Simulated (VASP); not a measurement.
# Ti (Pm-3m) in VASP: further runs, part 2 of 2

VASP 6.6.1. The steps go on from the part before.

### Step 3. Single point, PBE

The input, INCAR:

```
SYSTEM = Ti
PREC = Accurate ; ENCUT = 520
EDIFF = 1E-6 ; ISMEAR = -1
SIGMA = 0.1 ; LREAL = .FALSE.
LASPH = .TRUE. ; NELM = 60
ALGO = Normal ; ISIF = 2
LWAVE = .FALSE. ; LCHARG = .FALSE.
GGA = PE ; NBANDS = 12
```

The input, KPOINTS:

```
regular mesh
0
G
  16 16 16
  0 0 0
```

The input, POSCAR:

```
Ti
1.0
    2.3918880311      0.0000000000      0.0000000000
    0.0000000000      2.3918880311      0.0000000000
    0.0000000000      0.0000000000      2.3918880311
Ti
1
Direct
    0.0000000000      0.0000000000      0.0000000000
```

Potentials or basis: VASP PAW PBE potentials, release 64 (Ti_sv).

The run is started by

```console
> cat potpaw_PBE.64/Ti_sv/POTCAR > POTCAR
> mpirun -np 1 vasp_std > vasp.out
```

OUTCAR:

```text
SYSTEM = Ti
   PREC = Accurate
   ENCUT = 520
   EDIFF = 1E-6
   ISMEAR = -1
   LREAL = .FALSE.
   LASPH = .TRUE.
   NELM = 60
   ISIF = 2
   GGA = PE

 ion  position               nearest neighbor table
   1  0.000  0.000  0.000-

  LATTYP: Found a simple cubic cell.
 ALAT       =     2.3918880311

  Lattice vectors:

 A1 = (   2.3918880311,   0.0000000000,   0.0000000000)
 A2 = (   0.0000000000,   2.3918880311,   0.0000000000)
 A3 = (   0.0000000000,   0.0000000000,   2.3918880311)

Analysis of symmetry for initial positions (statically):
=====================================================================
 Subroutine PRICEL returns:
 Original cell was already a primitive cell.

 Routine SETGRP: Setting up the symmetry group for a
 simple cubic supercell.

 Subroutine GETGRP returns: Found 48 space group operations
 (whereof 48 operations were pure point group operations)
 out of a pool of 48 trial point group operations.

The static configuration has the point symmetry O_h .

Analysis of symmetry for dynamics (positions and initial velocities):
=====================================================================
 Subroutine PRICEL returns:
 Original cell was already a primitive cell.

 Routine SETGRP: Setting up the symmetry group for a
 simple cubic supercell.

 Subroutine GETGRP returns: Found 48 space group operations
 (whereof 48 operations were pure point group operations)
 out of a pool of 48 trial point group operations.

The dynamic configuration has the point symmetry O_h .

 Subroutine INISYM returns: Found 48 space group operations
 (whereof 48 operations are pure point group operations),
 and found     1 'primitive' translations

----------------------------------------------------------------------------------------

                                     Primitive cell

  volume of cell :      13.6843

  direct lattice vectors                    reciprocal lattice vectors
     2.391888031  0.000000000  0.000000000     0.418079771  0.000000000  0.000000000
     0.000000000  2.391888031  0.000000000     0.000000000  0.418079771  0.000000000
     0.000000000  0.000000000  2.391888031     0.000000000  0.000000000  0.418079771

  length of vectors
     2.391888031  2.391888031  2.391888031     0.418079771  0.418079771  0.418079771

  position of ions in fractional coordinates (direct lattice)
     0.000000000  0.000000000  0.000000000

  ion indices of the primitive-cell ions
   primitive index   ion index
                 1           1

----------------------------------------------------------------------------------------

 KPOINTS: regular mesh

Automatic generation of k-mesh.
 Grid dimensions read from file:
 generate k-points for:   16   16   16

 Generating k-lattice:

  Cartesian coordinates                     Fractional coordinates (reciprocal lattice)
     0.026129986  0.000000000  0.000000000     0.062500000  0.000000000  0.000000000
     0.000000000  0.026129986  0.000000000     0.000000000  0.062500000  0.000000000
     0.000000000  0.000000000  0.026129986     0.000000000  0.000000000  0.062500000

  Length of vectors
     0.026129986  0.026129986  0.026129986

  Shift w.r.t. Gamma in fractional coordinates (k-lattice)
     0.000000000  0.000000000  0.000000000

 Subroutine IBZKPT returns following result:
 ===========================================

 Found    165 irreducible k-points:

 Following reciprocal coordinates:
            Coordinates               Weight
  0.000000  0.000000  0.000000      1.000000
  0.062500  0.000000  0.000000      6.000000
  0.125000  0.000000  0.000000      6.000000
  0.187500  0.000000  0.000000      6.000000
  0.250000  0.000000  0.000000      6.000000
  0.312500  0.000000  0.000000      6.000000
[... 16 lines left out ...]
  0.437500  0.125000  0.000000     24.000000
  0.500000  0.125000  0.000000     12.000000
 [... further k-points ...]
   k-points           NKPTS =    165   k-points in BZ     NKDIM =    165   number of bands    NBANDS=     12
   number of dos      NEDOS =    301   number of ions     NIONS =      1
   total plane-waves  NPLWV =   5832
   dimension x,y,z NGX =    18 NGY =   18 NGZ =   18
   dimension x,y,z NGXF=    36 NGYF=   36 NGZF=   36
   ions per type =               1
   NGX,Y,Z   is equivalent  to a cutoff of  12.51, 12.51, 12.51 a.u.
   NGXF,Y,Z  is equivalent  to a cutoff of  25.02, 25.02, 25.02 a.u.
 SYSTEM =  Ti
   PREC   = accura    normal or accurate (medium, high low for compatibility)
   ISTART =      0    job   : 0-new  1-cont  2-samecut
   ICHARG =      2    charge: 1-file 2-atom 10-const
   ISPIN  =      1    spin polarized calculation?
   LNONCOLLINEAR =      F non collinear calculations
   LSORBIT =      F    spin-orbit coupling
   LASPH  =      T    aspherical Exc in radial PAW
   ENCUT  =  520.0 eV  38.22 Ry    6.18 a.u.   4.45  4.45  4.45*2*pi/ulx,y,z
   NELM   =     60;   NELMIN=  2; NELMDL= -5     # of ELM steps
   EDIFF  = 0.1E-05   stopping-criterion for ELM
   LREAL  =      F    real-space projection
   EDIFFG = 0.1E-04   stopping-criterion for IOM
   NSW    =      0    number of steps for IOM
   IBRION =     -1    ionic relax: 0-MD 1-quasi-New 2-CG
   NFREE  =      0    steps in history (QN), initial steepest desc. (CG)
   ISIF   =      2    stress and relaxation
   ISYM   =      2    0-nonsym 1-usesym 2-fastsym
   POTIM  = 0.5000    time-step for ionic-motion
   TEBEG  =    0.0;   TEEND  =   0.0 temperature during run
   PSTRESS=    0.0 pullay stress
   NELECT =      12.0000    total number of electrons
   NUPDOWN=      -1.0000    fix difference up-down
   EMIN   =  10.00;   EMAX   =-10.00  energy-range for DOS
   EFERMI =   0.00;   METHOD = LEGACY
   ISMEAR =    -1;   SIGMA  =   0.10  broadening in eV -4-tet -1-fermi 0-gaus
   EFERMI_NEDOS =   21; number of points for ismear=-14 and -15
   IALGO  =     38    algorithm
   IMIX   =      4    mixing-type and parameters
     AMIX     =   0.40;   BMIX     =  1.00
     AMIX_MAG =   1.60;   BMIX_MAG =  1.00
  volume/ion in A,a.u.               =      13.68        92.35
  Fermi-wavevector in a.u.,A,eV,Ry     =   1.566971  2.961147 33.407736  2.455399
  Thomas-Fermi vector in A             =   2.669220
   LORBIT       =      0    0 simple, 1 ext, 2 COOP (PROOUT), +10 PAW based schemes
   GGA     = PE    functional components
   LHFCALC =     F    Hartree Fock is set to
   AEXX    =    0.0000 exact exchange contribution
   IVDW    =     0    specifies the selected vdW correction
   LEPSILON=     F    determine dielectric tensor
   LRPA    =     F    only Hartree local field effects (RPA)
 non-spin polarized calculation
  energy-cutoff  :      520.00
  volume of cell :       13.68
 maximum number of plane-waves:       384
 NGX is ok and might be reduce to    18
   NGX =  9   NGY =  9   NGZ =  9

 number of electron      11.9999995 magnetization

 Free energy of the ion-electron system (eV)
  ---------------------------------------------------
  ext. energy  EPLUGINS =         0.00000000
  ---------------------------------------------------
  free energy    TOTEN  =        -6.58300332 eV

  energy without entropy =       -6.53418091  energy(sigma->0) =       -6.55859212

 E-fermi :  10.9116     XC(G=0): -12.5621

 val. band max:       10.9104898032   @ k =   0.5000   0.2500   0.1250
 cond. band min:      10.9754966775   @ k =   0.2500   0.1875   0.1875
 fundamental gap:      0.0650068743
 Fermi energy:        10.9116230641

 k-point     1 :       0.0000    0.0000    0.0000
  band No.  band energies     occupation
      1     -45.5081      2.00000
      2     -20.6519      2.00000
      3     -20.6519      2.00000
      4     -20.6519      2.00000
      5       4.6897      2.00000
      6       8.8675      2.00000
      7       8.8675      2.00000
      8      16.2601      0.00000
      9      16.2601      0.00000
     10      16.2601      0.00000
     11      30.1572      0.00000
     12      30.1572      0.00000
[... 331 lines left out ...]
 k-point    24 :       0.5000    0.1250    0.0000
  band No.  band energies     occupation
      1     -45.1102      2.00000
      2     -22.5708      2.00000
      3     -20.7501      2.00000
      4     -20.4427      2.00000
      5       9.5834      2.00000
      6      10.0908      1.99946
      7      10.4575      1.97891
      8      13.5543      0.00000
      9      14.5017      0.00000
     10      16.1138      0.00000
     11      21.0659      0.00000
     12      29.6537      0.00000

 [... further k-points ...]

------------------------ aborting loop because EDIFF is reached ----------------------------------------

  FORCE on cell =-STRESS in cart. coord.  units (eV):
  Direction    XX          YY          ZZ          XY          YZ          ZX
  --------------------------------------------------------------------------------------
  -------------------------------------------------------------------------------------
  Total        3.2479762      3.2479762      3.2479762     -0.0000000     -0.0000000     -0.0000000
  in kB      380.2777240    380.2777240    380.2777240     -0.0000000     -0.0000000     -0.0000000
  external PRESSURE =     380.2777240 kB  Pullay stress =       0.0000000 kB

 VOLUME and BASIS-vectors are now :
 -----------------------------------------------------------------------------
  energy-cutoff  :      520.00
  volume of cell :       13.68
      direct lattice vectors                 reciprocal lattice vectors
     2.391888031  0.000000000  0.000000000     0.418079771  0.000000000  0.000000000
     0.000000000  2.391888031  0.000000000     0.000000000  0.418079771  0.000000000
     0.000000000  0.000000000  2.391888031     0.000000000  0.000000000  0.418079771

 POSITION                                       TOTAL-FORCE (eV/Angst)
 -----------------------------------------------------------------------------------
      0.00000      0.00000      0.00000         0.000000      0.000000      0.000000
 -----------------------------------------------------------------------------------
    total drift:                                0.000000      0.000000      0.000000

  FREE ENERGIE OF THE ION-ELECTRON SYSTEM (eV)
  ---------------------------------------------------
  free  energy   TOTEN  =        -6.5830033231 eV

  energy  without entropy=       -6.5341809077  energy(sigma->0) =       -6.55859212
```

OSZICAR:

```text
N       E                     dE             d eps       ncg     rms          rms(c)
DAV:   1     0.855168149105E+02    0.85517E+02   -0.66239E+03  3972   0.128E+03
DAV:   2    -0.322884706985E+01   -0.88746E+02   -0.85724E+02  4004   0.298E+02
DAV:   3    -0.681727695399E+01   -0.35884E+01   -0.35118E+01  4996   0.623E+01
DAV:   4    -0.690192049462E+01   -0.84644E-01   -0.84336E-01  4480   0.824E+00
DAV:   5    -0.690407260143E+01   -0.21521E-02   -0.21514E-02  4688   0.115E+00    0.111E+01
DAV:   6    -0.653615864109E+01    0.36791E+00   -0.87436E-01  4468   0.136E+01    0.420E+00
DAV:   7    -0.655848910359E+01   -0.22330E-01   -0.71387E-02  5124   0.316E+00    0.188E+00
DAV:   8    -0.658315049881E+01   -0.24661E-01   -0.58383E-02  4288   0.238E+00    0.112E-01
DAV:   9    -0.658304238824E+01    0.10811E-03   -0.43538E-03  4672   0.650E-01    0.136E-01
DAV:  10    -0.658301222980E+01    0.30158E-04   -0.63669E-04  4040   0.254E-01    0.527E-02
DAV:  11    -0.658300252531E+01    0.97045E-05   -0.64918E-05  4448   0.106E-01    0.653E-03
DAV:  12    -0.658300332308E+01   -0.79777E-06   -0.21782E-06  4304   0.142E-02
   1 F= -.65830033E+01 E0= -.65585921E+01  d E =-.488224E-01
```

Wall time 32 s (1 thread of Intel Xeon 6975P-C, shared host); peak memory 0.14 GiB.

Results:

```
Free energy            : -6.5830 eV
Pressure               : 38.0 GPa
Band gap on the k mesh : zero (band 6 reaches 11.72 eV, above the bottom of band 7 at 8.83 eV)
```

### Step 4. Relaxation of cell and atoms, PBE, target pressure 38 GPa, at which the enthalpy is minimised

The input, INCAR:

```
PREC = Accurate ; ENCUT = 600
EDIFF = 1E-7 ; ISMEAR = -1
SIGMA = 0.1 ; LREAL = F
LASPH = T ; NELM = 80
ALGO = Normal ; ISIF = 3
LWAVE = F ; LCHARG = F
GGA = PE ; IBRION = 2
NSW = 32 ; EDIFFG = -0.005
PSTRESS = 380.0
```

The input, KPOINTS:

```
regular mesh
0
Gamma
  16 16 16
```

POSCAR is that of step 3.

The run is started by

```console
> cat potpaw_PBE.64/Ti_sv/POTCAR > POTCAR
> mpirun -np 1 vasp_std > vasp.out
```

Wall time 41 s (1 thread of Intel Xeon 6975P-C, shared host); peak memory 0.14 GiB.

Results (log left out):

| Property | Result |
| --- | --- |
| Free energy | -6.5827 eV |
| Pressure after relaxing | 38.0 GPa |
| Band gap on the k mesh | zero (band 6 reaches 11.72 eV, above the bottom of band 7 at 8.83 eV) |

Final structure:
```xyz
1
Lattice="2.3919 0.0000 0.0000 0.0000 2.3919 0.0000 0.0000 0.0000 2.3919" Properties=species:S:1:pos:R:3 pbc="T T T"
Ti    0.0000    0.0000    0.0000
```

Levels at points of the mesh, in eV from the Fermi level:
```tsv
k point	band 2	band 3	band 4	band 5	band 6	band 7	band 8	band 9	band 10
(0.00, 0.00, 0.00)	-31.56	-31.56	-31.56	-6.22	-2.04	-2.04	5.35	5.35	5.35
(0.50, 0.00, 0.00)	-33.53	-31.38	-31.38	-1.77	-1.02	0.34	2.55	2.55	5.61
(0.50, 0.50, 0.00)	-33.19	-33.19	-31.21	-4.20	-0.02	3.20	3.20	7.33	7.33
(0.50, 0.50, 0.50)	-32.90	-32.90	-32.90	-2.08	-2.08	-2.08	7.17	7.17	9.38
```

Caveat: the relaxation stopped at its first step, so nothing moved; the cell is relaxed towards a set pressure, so the enthalpy falls and the energy may rise.
